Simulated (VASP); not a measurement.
# LiBr (Fm-3m) in VASP: further runs, part 2 of 2

VASP 6.6.1. Earlier steps stand in the parts before.

**3. Single point, r2SCAN**

Contents of POSCAR:

```
LiBr
1.0
    0.0000000000      2.7395650468      2.7395650468
    2.7395650468      0.0000000000      2.7395650468
    2.7395650468      2.7395650468      0.0000000000
Li Br
1 1
Direct
    0.0000000000      0.0000000000      0.0000000000
    0.5000000000      0.5000000000      0.5000000000
```

Contents of INCAR.step1:

```
SYSTEM = LiBr
PREC = Accurate ; ENCUT = 830
ISMEAR = 0 ; SIGMA = 0.01
LREAL = .False. ; LASPH = .True.
NELM = 120 ; NBANDS = 12
GGA = PE ; ALGO = Normal
EDIFF = 1E-5 ; LWAVE = .True.
LCHARG = .False. ; GGA_COMPAT = .False.
```

Contents of INCAR.step2:

```
SYSTEM = LiBr
PREC = Accurate ; ENCUT = 830
EDIFF = 1E-6 ; ISMEAR = 0
SIGMA = 0.01 ; LREAL = .False.
LASPH = .True. ; NELM = 120
ALGO = Normal ; ISIF = 2
LWAVE = .False. ; LCHARG = .True.
METAGGA = R2SCAN ; LMIXTAU = .True.
LELF = .True. ; LVHAR = .True.
NBANDS = 12 ; ISTART = 1
GGA_COMPAT = .False.
```

Contents of KPOINTS:

```
regular mesh
0
Gamma
  6 6 6
  0 0 0
```

Potentials or basis: VASP PAW PBE potentials, release 64 (Li_sv, Br).

Started as:

```bash
$ cat potpaw_PBE.64/Li_sv/POTCAR potpaw_PBE.64/Br/POTCAR > POTCAR
$ cp INCAR.step1 INCAR
$ mpirun -np 1 vasp_std > vasp.out
$ cp INCAR.step2 INCAR
$ mpirun -np 1 vasp_std > vasp.out
```

OUTCAR:

```text
SYSTEM = LiBr
   PREC = Accurate
   ENCUT = 830
   EDIFF = 1E-6
   ISMEAR = 0
   LREAL = .False.
   LASPH = .True.
   NELM = 120
   ISIF = 2
   METAGGA = R2SCAN
   ISTART = 1

 ion  position               nearest neighbor table
   1  0.000  0.000  0.000-
   2  0.500  0.500  0.500-

  LATTYP: Found a face centered cubic cell.
 ALAT       =     5.4791300936

  Lattice vectors:

 A1 = (   0.0000000000,   2.7395650468,   2.7395650468)
 A2 = (   2.7395650468,   0.0000000000,   2.7395650468)
 A3 = (   2.7395650468,   2.7395650468,   0.0000000000)

Analysis of symmetry for initial positions (statically):
=====================================================================
 Subroutine PRICEL returns:
 Original cell was already a primitive cell.

 Routine SETGRP: Setting up the symmetry group for a
 face centered cubic supercell.

 Subroutine GETGRP returns: Found 48 space group operations
 (whereof 48 operations were pure point group operations)
 out of a pool of 48 trial point group operations.

The static configuration has the point symmetry O_h .
[... 161 lines left out ...]
      1     -45.7037      2.00000
      2     -13.9264      2.00000
      3       0.0157      2.00000
      4       0.0157      2.00000
      5       0.0157      2.00000
      6       5.9455      0.00000
      7      11.2415      0.00000
      8      11.2415      0.00000
      9      11.2415      0.00000
     10      13.5162      0.00000
     11      13.5162      0.00000
     12      13.5162      0.00000
[... 211 lines left out ...]
 k-point    16 :      -0.3333    0.5000    0.1667
  band No.  band energies     occupation
      1     -45.7024      2.00000
      2     -13.2169      2.00000
      3      -2.5857      2.00000
      4      -1.7169      2.00000
      5      -1.1493      2.00000
      6       8.0480      0.00000
      7       9.0242      0.00000
      8      10.7866      0.00000
      9      11.5296      0.00000
     10      14.4152      0.00000
     11      16.4895      0.00000
     12      18.3053      0.00000

------------------------ aborting loop because EDIFF is reached ----------------------------------------

  FORCE on cell =-STRESS in cart. coord.  units (eV):
  Direction    XX          YY          ZZ          XY          YZ          ZX
  --------------------------------------------------------------------------------------
  -------------------------------------------------------------------------------------
  Total       -0.0999525     -0.0999525     -0.0999525     -0.0000000      0.0000000     -0.0000000
  in kB       -3.8943013     -3.8943013     -3.8943013     -0.0000000      0.0000000     -0.0000000
  external PRESSURE =      -3.8943013 kB  Pullay stress =       0.0000000 kB

 VOLUME and BASIS-vectors are now :
 -----------------------------------------------------------------------------
  energy-cutoff  :      830.00
  volume of cell :       41.12
      direct lattice vectors                 reciprocal lattice vectors
     0.000000000  2.739565047  2.739565047    -0.182510724  0.182510724  0.182510724
     2.739565047  0.000000000  2.739565047     0.182510724 -0.182510724  0.182510724
     2.739565047  2.739565047  0.000000000     0.182510724  0.182510724 -0.182510724

 POSITION                                       TOTAL-FORCE (eV/Angst)
 -----------------------------------------------------------------------------------
      0.00000      0.00000      0.00000         0.000000     -0.000000     -0.000000
      2.73957      2.73957      2.73957        -0.000000      0.000000      0.000000
 -----------------------------------------------------------------------------------
    total drift:                                0.000000      0.000000      0.000000

  FREE ENERGIE OF THE ION-ELECTRON SYSTEM (eV)
  ---------------------------------------------------
  free  energy   TOTEN  =       -19.1510113457 eV

  energy  without entropy=      -19.1510113457  energy(sigma->0) =      -19.15101135
```

OSZICAR.step1:

```text
N       E                     dE             d eps       ncg     rms          rms(c)
DAV:   1     0.529802059340E+02    0.52980E+02   -0.48371E+03   384   0.103E+03
DAV:   2    -0.285514304193E+01   -0.55835E+02   -0.51944E+02   500   0.154E+02
DAV:   3    -0.654597676356E+01   -0.36908E+01   -0.36794E+01   472   0.415E+01
DAV:   4    -0.666668291236E+01   -0.12071E+00   -0.12061E+00   596   0.704E+00
DAV:   5    -0.666728069367E+01   -0.59778E-03   -0.59778E-03   460   0.550E-01    0.197E+00
DAV:   6    -0.663516592624E+01    0.32115E-01   -0.62227E-02   508   0.115E+00    0.121E+00
DAV:   7    -0.663750843796E+01   -0.23425E-02   -0.37726E-02   520   0.104E+00    0.439E-01
DAV:   8    -0.663984904816E+01   -0.23406E-02   -0.41623E-03   464   0.449E-01    0.699E-02
DAV:   9    -0.663983874769E+01    0.10300E-04   -0.10389E-04   448   0.757E-02    0.246E-02
DAV:  10    -0.663987320297E+01   -0.34455E-04   -0.52380E-05   468   0.491E-02    0.140E-02
DAV:  11    -0.663987418210E+01   -0.97913E-06   -0.41929E-06   292   0.123E-02
   1 F= -.66398742E+01 E0= -.66398742E+01  d E =-.114217E-40
```

Run time: 72 s. Hardware: 1 thread of AMD EPYC 7R13 (Zen 3), shared host; peak memory 0.2 GiB.

Results:

| Property | Result |
| --- | --- |
| Free energy | -19.1510 eV |
| Pressure | -0.4 GPa |
| Band gap on the k mesh | 5.93 eV |

Caveat: the PAW data sets were made with another functional, which shifts forces and pressure a little.

**4. Single point, HSE06**

POSCAR is that of step 3.

Contents of INCAR.step1:

```
SYSTEM = LiBr
ALGO = Normal ; EDIFF = 1E-5
ENCUT = 650 ; GGA = PE
GGA_COMPAT = .False. ; ISIF = 2
ISMEAR = 0 ; LASPH = .True.
LCHARG = .False. ; LREAL = .False.
LWAVE = .True. ; NBANDS = 12
NELM = 120 ; PREC = Accurate
SIGMA = 0.01
```

Contents of INCAR.step2:

```
SYSTEM = LiBr
ALGO = Normal ; EDIFF = 1E-6
ENCUT = 650 ; GGA = PE
GGA_COMPAT = .False. ; HFSCREEN = 0.2079
ISIF = 2 ; ISMEAR = 0
ISTART = 1 ; LASPH = .True.
LCHARG = .False. ; LHFCALC = .True.
LREAL = .False. ; LWAVE = .False.
NBANDS = 12 ; NELM = 120
PREC = Accurate ; PRECFOCK = Normal
SIGMA = 0.01
```

Contents of KPOINTS:

```
k-points
0
Gamma
  6 6 6
  0 0 0
```

Started as:

```bash
$ cat potpaw_PBE.64/Li_sv/POTCAR potpaw_PBE.64/Br/POTCAR > POTCAR
$ cp INCAR.step1 INCAR
$ mpirun -np 1 vasp_std > vasp.out
$ cp INCAR.step2 INCAR
$ mpirun -np 1 vasp_std > vasp.out
```

Wall time 28 min (1 thread of AMD EPYC 7R13 (Zen 3), shared host); peak memory 0.28 GiB.

Results (log left out):

```
Free energy            : -7.6027 eV
Pressure               : -0.2 GPa
Band gap on the k mesh : 6.21 eV
```

Levels at points of the mesh, in eV from the valence-band top:
```csv
k point,band 2,band 3,band 4,band 5,band 6,band 7,band 8,band 9
"(0.00, 0.00, 0.00)",-14.63,0.00,0.00,0.00,6.21,11.82,11.82,11.82
"(0.50, 0.00, 0.00)",-14.08,-3.17,-0.30,-0.30,6.82,9.41,9.41,13.43
"(0.50, 0.50, 0.00)",-13.86,-3.16,-1.25,-1.25,7.48,8.24,13.24,14.06
```

Caveat: the PAW data sets were made with another functional, which shifts forces and pressure a little.

**5. Summary**

| level | cutoff (eV) | grid for exact exchange (PRECFOCK) | share of exact exchange | screening parameter | gap on the mesh (eV) | pressure (GPa) |
| --- | --- | --- | --- | --- | --- | --- |
| PBE | 750 | - | - | - | 4.99 | 0.4 |
| r2SCAN | 830 | - | - | - | 5.93 | -0.4 |
| HSE06 | 650 | Normal | 0.25 | 0.2079 1/Å | 6.21 | -0.2 |

Alike in all rows: task single point; potentials or basis VASP PAW PBE potentials, release 64 (Li_sv, Br); no spin polarisation; cell as given; k mesh 6 × 6 × 6; smearing gaussian 0.01 eV.

On the cell as given the gap runs from 4.99 eV (PBE) to 6.21 eV (HSE06). The pressure there spans -0.4 GPa (r2SCAN) to 0.4 GPa (PBE); a positive pressure means that this level wants a larger cell, a negative one a smaller.

Caveats: the PAW data sets were made with another functional, which shifts forces and pressure a little (at least some runs).

Absolute energies hang on the potentials; compare differences alone.
